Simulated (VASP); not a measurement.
# Cu (Fm-3m) in VASP: further runs

Runs on Cu. Level: r2SCAN50. Tasks: single point.

All numbers are computed with VASP 6.6.1; they aren't measurements. Logs are shortened: lines on timing, memory, paths and dates and some standing lists are left out, and cuts for length are marked.

### Step 1. The cell of the first run

Symmetry: Fm-3m, No. 225, cubic system. Conventional cell: a = 3.541 Å, b = 3.541 Å, c = 3.541 Å, α = 90.00°, β = 90.00°, γ = 90.00°. Within 3.3 Å of Cu (site symmetry m-3m) lie 12 Cu at 2.50 Å.

### Step 2. Single point, r2SCAN50

POSCAR

```
Cu
1.0
    0.0000000000      1.7706018915      1.7706018915
    1.7706018915      0.0000000000      1.7706018915
    1.7706018915      1.7706018915      0.0000000000
Cu
1
Direct
    0.0000000000      0.0000000000      0.0000000000
```

INCAR.step1

```
PREC = Accurate
ENCUT = 580
EDIFF = 1E-5
ISMEAR = -1
SIGMA = 0.05
LREAL = F
LASPH = T
NELM = 120
ALGO = Normal
ISIF = 2
LWAVE = T
LCHARG = F
NBANDS = 12
GGA = PE
GGA_COMPAT = F
```

INCAR.step2

```
PREC = Accurate
ENCUT = 580
EDIFF = 1E-6
ISMEAR = -1
SIGMA = 0.05
LREAL = F
LASPH = T
NELM = 120
ALGO = Normal
ISIF = 2
LWAVE = F
LCHARG = F
METAGGA = R2SCAN
LHFCALC = T
AEXX = 0.5
LMIXTAU = T
PRECFOCK = Normal
NBANDS = 12
ISTART = 1
GGA_COMPAT = F
```

KPOINTS

```
regular mesh
0
Gamma
  7 7 7
```

Potentials or basis: VASP PAW PBE potentials, release 64 (Cu).

Command:

```bash
> cat potpaw_PBE.64/Cu/POTCAR > POTCAR
> cp INCAR.step1 INCAR
> mpirun -np 1 vasp_std > vasp.out
> cp INCAR.step2 INCAR
> mpirun -np 1 vasp_std > vasp.out
```

OUTCAR:

```text
PREC = Accurate
   ENCUT = 580
   EDIFF = 1E-6
   ISMEAR = -1
   LREAL = F
   LASPH = T
   NELM = 120
   ISIF = 2
   METAGGA = R2SCAN
   LHFCALC = T
   AEXX = 0.5
   PRECFOCK = Normal
   ISTART = 1

 ion  position               nearest neighbor table
   1  0.000  0.000  0.000-

  LATTYP: Found a face centered cubic cell.
 ALAT       =     3.5412037830

  Lattice vectors:

 A1 = (   0.0000000000,   1.7706018915,   1.7706018915)
 A2 = (   1.7706018915,   0.0000000000,   1.7706018915)
 A3 = (   1.7706018915,   1.7706018915,   0.0000000000)

Analysis of symmetry for initial positions (statically):
=====================================================================
 Subroutine PRICEL returns:
 Original cell was already a primitive cell.

 Routine SETGRP: Setting up the symmetry group for a
 face centered cubic supercell.

 Subroutine GETGRP returns: Found 48 space group operations
 (whereof 48 operations were pure point group operations)
 out of a pool of 48 trial point group operations.

The static configuration has the point symmetry O_h .

Analysis of symmetry for dynamics (positions and initial velocities):
=====================================================================
 Subroutine PRICEL returns:
 Original cell was already a primitive cell.

 Routine SETGRP: Setting up the symmetry group for a
 face centered cubic supercell.

 Subroutine GETGRP returns: Found 48 space group operations
 (whereof 48 operations were pure point group operations)
 out of a pool of 48 trial point group operations.

The dynamic configuration has the point symmetry O_h .

 Subroutine INISYM returns: Found 48 space group operations
 (whereof 48 operations are pure point group operations),
 and found     1 'primitive' translations

----------------------------------------------------------------------------------------

                                     Primitive cell

  volume of cell :      11.1018

  direct lattice vectors                    reciprocal lattice vectors
     0.000000000  1.770601891  1.770601891    -0.282389849  0.282389849  0.282389849
     1.770601891  0.000000000  1.770601891     0.282389849 -0.282389849  0.282389849
     1.770601891  1.770601891  0.000000000     0.282389849  0.282389849 -0.282389849

  length of vectors
     2.504009209  2.504009209  2.504009209     0.489113565  0.489113565  0.489113565

  position of ions in fractional coordinates (direct lattice)
     0.000000000  0.000000000  0.000000000

  ion indices of the primitive-cell ions
   primitive index   ion index
                 1           1

----------------------------------------------------------------------------------------

 KPOINTS: regular mesh

Automatic generation of k-mesh.
 Grid dimensions read from file:
 generate k-points for:    7    7    7

 Generating k-lattice:

  Cartesian coordinates                     Fractional coordinates (reciprocal lattice)
    -0.040341407  0.040341407  0.040341407     0.142857143  0.000000000  0.000000000
     0.040341407 -0.040341407  0.040341407     0.000000000  0.142857143  0.000000000
     0.040341407  0.040341407 -0.040341407     0.000000000  0.000000000  0.142857143

  Length of vectors
     0.069873366  0.069873366  0.069873366

  Shift w.r.t. Gamma in fractional coordinates (k-lattice)
     0.000000000  0.000000000  0.000000000

 Subroutine IBZKPT returns following result:
 ===========================================

 Found     20 irreducible k-points:

 Following reciprocal coordinates:
            Coordinates               Weight
  0.000000  0.000000  0.000000      1.000000
  0.142857  0.000000  0.000000      8.000000
  0.285714  0.000000  0.000000      8.000000
  0.428571  0.000000  0.000000      8.000000
  0.142857  0.142857  0.000000      6.000000
  0.285714  0.142857  0.000000     24.000000
[... 12 lines left out ...]
 -0.428571  0.428571  0.142857     24.000000
 -0.285714  0.428571  0.142857     24.000000
   k-points           NKPTS =     20   k-points in BZ     NKDIM =    343   number of bands    NBANDS=     12
   number of dos      NEDOS =    301   number of ions     NIONS =      1
   total plane-waves  NPLWV =   8000
   dimension x,y,z NGX =    20 NGY =   20 NGZ =   20
   dimension x,y,z NGXF=    40 NGYF=   40 NGZF=   40
   ions per type =               1
   NGX,Y,Z   is equivalent  to a cutoff of  13.28, 13.28, 13.28 a.u.
   NGXF,Y,Z  is equivalent  to a cutoff of  26.56, 26.56, 26.56 a.u.
 SYSTEM =  unknown system
   PREC   = accura    normal or accurate (medium, high low for compatibility)
   ISTART =      1    job   : 0-new  1-cont  2-samecut
   ICHARG =      0    charge: 1-file 2-atom 10-const
   ISPIN  =      1    spin polarized calculation?
   LNONCOLLINEAR =      F non collinear calculations
   LSORBIT =      F    spin-orbit coupling
   LASPH  =      T    aspherical Exc in radial PAW
   ENCUT  =  580.0 eV  42.63 Ry    6.53 a.u.   4.92  4.92  4.92*2*pi/ulx,y,z
   NELM   =    120;   NELMIN=  2; NELMDL=  0     # of ELM steps
   EDIFF  = 0.1E-05   stopping-criterion for ELM
   LREAL  =      F    real-space projection
   EDIFFG = 0.1E-04   stopping-criterion for IOM
   NSW    =      0    number of steps for IOM
   IBRION =     -1    ionic relax: 0-MD 1-quasi-New 2-CG
   NFREE  =      0    steps in history (QN), initial steepest desc. (CG)
   ISIF   =      2    stress and relaxation
   ISYM   =      3    0-nonsym 1-usesym 2-fastsym
   POTIM  = 0.5000    time-step for ionic-motion
   TEBEG  =    0.0;   TEEND  =   0.0 temperature during run
   PSTRESS=    0.0 pullay stress
   NELECT =      11.0000    total number of electrons
   NUPDOWN=      -1.0000    fix difference up-down
   EMIN   =  10.00;   EMAX   =-10.00  energy-range for DOS
   EFERMI =   0.00;   METHOD = LEGACY
   ISMEAR =    -1;   SIGMA  =   0.05  broadening in eV -4-tet -1-fermi 0-gaus
   EFERMI_NEDOS =   21; number of points for ismear=-14 and -15
   IALGO  =     38    algorithm
   IMIX   =      1    mixing-type and parameters
     AMIX     =   0.40;   BMIX     =  1.00
     AMIX_MAG =   1.60;   BMIX_MAG =  1.00
  volume/ion in A,a.u.               =      11.10        74.92
  Fermi-wavevector in a.u.,A,eV,Ry     =   1.632080  3.084184 36.241641  2.663685
  Thomas-Fermi vector in A             =   2.724110
   LORBIT       =      0    0 simple, 1 ext, 2 COOP (PROOUT), +10 PAW based schemes
   METAGGA = R2SCAN    functional components
   LHFCALC =     T    Hartree Fock is set to
   PRECFOCK=normal    Normal, Fast or Accurate (Low or Medium for compatibility)
   ENCUT4O =  -1.0   cutoff for four orbital integrals eV
   NKREDX  =     1    reduce k-point grid by
   NKREDY  =     1    reduce k-point grid by
   NKREDZ  =     1    reduce k-point grid by
   AEXX    =    0.5000 exact exchange contribution
   HFSCREEN=    0.0000 screening length (either q_TF or 0.3 A-1)
   HFSCREENC=   0.0000 screening length for correlation (either q_TF or 0.3 A-1)
   ENCUTFOCK=  -1.0 apply spherical cutoff to Coloumb kernel
   IVDW    =     0    specifies the selected vdW correction
   LEPSILON=     F    determine dielectric tensor
   LRPA    =     F    only Hartree local field effects (RPA)
 non-spin polarized calculation
  energy-cutoff  :      580.00
  volume of cell :       11.10
 maximum number of plane-waves:       359
  NGX = 16; NGY = 16; NGZ = 16

 number of electron      11.0000009 magnetization

 Free energy of the ion-electron system (eV)
  ---------------------------------------------------
  ext. energy  EPLUGINS =         0.00000000
  ---------------------------------------------------
  free energy    TOTEN  =        -8.10648069 eV

  energy without entropy =       -8.10529252  energy(sigma->0) =       -8.10588660

 E-fermi :   8.5531     XC(G=0):  -7.6417

 val. band max:        6.0718595601   @ k =   0.4286   0.2857   0.0000
 cond. band min:       8.5699113707   @ k =   0.4286   0.4286   0.0000
 fundamental gap:      2.4980518107
 Fermi energy:         8.5530871498

 k-point     1 :       0.0000    0.0000    0.0000
  band No.  band energies     occupation
      1      -4.9933      2.00000
      2       0.6868      2.00000
      3       0.6868      2.00000
      4       0.6868      2.00000
      5       1.5968      2.00000
      6       1.5968      2.00000
      7      34.4259      0.00000
      8      38.4330      0.00000
      9      38.4330      0.00000
     10      38.4330      0.00000
     11      41.3885      0.00000
     12      41.3885      0.00000

 k-point     2 :       0.1429    0.0000    0.0000
  band No.  band energies     occupation
      1      -4.0312      2.00000
      2       0.5494      2.00000
      3       0.8341      2.00000
      4       0.8341      2.00000
      5       1.5779      2.00000
      6       1.5779      2.00000
      7      30.3062      0.00000
      8      35.3096      0.00000
      9      37.1266      0.00000
     10      37.1266      0.00000
     11      42.5910      0.00000
     12      43.2837      0.00000

 k-point     3 :       0.2857    0.0000    0.0000
  band No.  band energies     occupation
      1      -1.9010      2.00000
      2       0.8039      2.00000
      3       0.8039      2.00000
      4       1.0575      2.00000
      5       1.9476      2.00000
      6       1.9476      2.00000
      7      22.4881      0.00000
      8      34.0671      0.00000
      9      35.9317      0.00000
     10      35.9317      0.00000
     11      41.0953      0.00000
     12      41.0953      0.00000
[... 226 lines left out ...]
 k-point    19 :      -0.4286    0.4286    0.1429
  band No.  band energies     occupation
      1      -0.9592      2.00000
      2      -0.5729      2.00000
      3       1.3177      2.00000
      4       2.0348      2.00000
      5       2.6776      2.00000
      6      11.3651      0.00000
      7      20.8355      0.00000
      8      21.2425      0.00000
      9      22.8366      0.00000
     10      35.4470      0.00000
     11      38.6774      0.00000
     12      47.5263      0.00000

 k-point    20 :      -0.2857    0.4286    0.1429
  band No.  band energies     occupation
      1      -0.6136      2.00000
      2      -0.1125      2.00000
      3       0.6099      2.00000
      4       1.6783      2.00000
      5       2.6698      2.00000
      6      15.5424      0.00000
      7      16.1583      0.00000
      8      19.7592      0.00000
      9      23.6534      0.00000
     10      37.3319      0.00000
     11      43.9645      0.00000
     12      44.8238      0.00000

------------------------ aborting loop because EDIFF is reached ----------------------------------------

  FORCE on cell =-STRESS in cart. coord.  units (eV):
  Direction    XX          YY          ZZ          XY          YZ          ZX
  --------------------------------------------------------------------------------------
  -------------------------------------------------------------------------------------
  Total        0.7155195      0.7155195      0.7155195      0.0000000     -0.0000000      0.0000000
  in kB      103.2616985    103.2616985    103.2616985      0.0000000     -0.0000000      0.0000000
  external PRESSURE =     103.2616985 kB  Pullay stress =       0.0000000 kB

 VOLUME and BASIS-vectors are now :
 -----------------------------------------------------------------------------
  energy-cutoff  :      580.00
  volume of cell :       11.10
      direct lattice vectors                 reciprocal lattice vectors
     0.000000000  1.770601891  1.770601891    -0.282389849  0.282389849  0.282389849
     1.770601891  0.000000000  1.770601891     0.282389849 -0.282389849  0.282389849
     1.770601891  1.770601891  0.000000000     0.282389849  0.282389849 -0.282389849

 POSITION                                       TOTAL-FORCE (eV/Angst)
 -----------------------------------------------------------------------------------
      0.00000      0.00000      0.00000         0.000000      0.000000      0.000000
 -----------------------------------------------------------------------------------
    total drift:                               -0.000000     -0.000000      0.000000

  FREE ENERGIE OF THE ION-ELECTRON SYSTEM (eV)
  ---------------------------------------------------
  free  energy   TOTEN  =        -8.1064806876 eV

  energy  without entropy=       -8.1052925179  energy(sigma->0) =       -8.10588660
```

It took 30 min on 1 thread of Oxide Virtual Turin-like, shared host; peak memory 0.11 GiB.

What came out:

```yaml
Free_energy: -8.1065 eV
Pressure: 10.3 GPa
Band_gap_on_the_k_mesh: zero (an odd number of electrons rules out a gap without spin polarisation)
```

Levels at points of the mesh, in eV from the Fermi level:
| k point | band 3 | band 4 | band 5 | band 6 | band 7 | band 8 | band 9 | band 10 |
| --- | --- | --- | --- | --- | --- | --- | --- | --- |
| (0.00, 0.00, 0.00) | -7.87 | -7.87 | -6.96 | -6.96 | 25.87 | 29.88 | 29.88 | 29.88 |

Caveat: the k points lie up to 0.44 Å⁻¹ apart, too coarse for converged energies and pressures of a metal; the PAW data sets were made with another functional, which shifts forces and pressure a little.

### Step 3. Single point, r2SCAN50

This run uses another cell than the first one, of 11.34 Å³/atom.

POSCAR

```
Cu
1.0
    0.0000000000      1.7830713297      1.7830713297
    1.7830713297      0.0000000000      1.7830713297
    1.7830713297      1.7830713297      0.0000000000
Cu
1
Direct
    0.0000000000      0.0000000000      0.0000000000
```

INCAR.step1

```
PREC = Accurate ; ENCUT = 580
EDIFF = 1E-5 ; ISMEAR = -1
SIGMA = 0.05 ; LREAL = False
LASPH = True ; NELM = 120
ALGO = Normal ; ISIF = 2
LWAVE = True ; LCHARG = False
NBANDS = 12 ; GGA = PE
GGA_COMPAT = False
```

INCAR.step2

```
PREC = Accurate ; ENCUT = 580
EDIFF = 1E-6 ; ISMEAR = -1
SIGMA = 0.05 ; LREAL = False
LASPH = True ; NELM = 120
ALGO = Normal ; ISIF = 2
LWAVE = False ; LCHARG = False
METAGGA = R2SCAN ; LHFCALC = True
AEXX = 0.5 ; LMIXTAU = True
PRECFOCK = Normal ; NBANDS = 12
ISTART = 1 ; GGA_COMPAT = False
```

KPOINTS is that of step 2.

Potentials or basis: VASP PAW PBE potentials, release 64 (Cu).

Command:

```bash
> cat potpaw_PBE.64/Cu/POTCAR > POTCAR
> cp INCAR.step1 INCAR
> mpirun -np 1 vasp_std > vasp.out
> cp INCAR.step2 INCAR
> mpirun -np 1 vasp_std > vasp.out
```

It took 32 min on 1 thread of Oxide Virtual Turin-like, shared host; peak memory 0.1 GiB.

It converged, with:

```yaml
Free_energy: -8.1197 eV
Pressure: 6.9 GPa
Band_gap_on_the_k_mesh: zero (an odd number of electrons rules out a gap without spin polarisation)
```

Levels at points of the mesh, in eV from the Fermi level:
| k point | band 4 | band 5 | band 6 | band 7 | band 8 | band 9 |
| --- | --- | --- | --- | --- | --- | --- |
| (0.00, 0.00, 0.00) | -7.81 | -6.93 | -6.93 | 25.65 | 29.50 | 29.50 |

Caveat: the k points lie up to 0.44 Å⁻¹ apart, too coarse for converged energies and pressures of a metal; the PAW data sets were made with another functional, which shifts forces and pressure a little.

The gap in the log of VASP goes by the Fermi energy; the results here count the filled bands.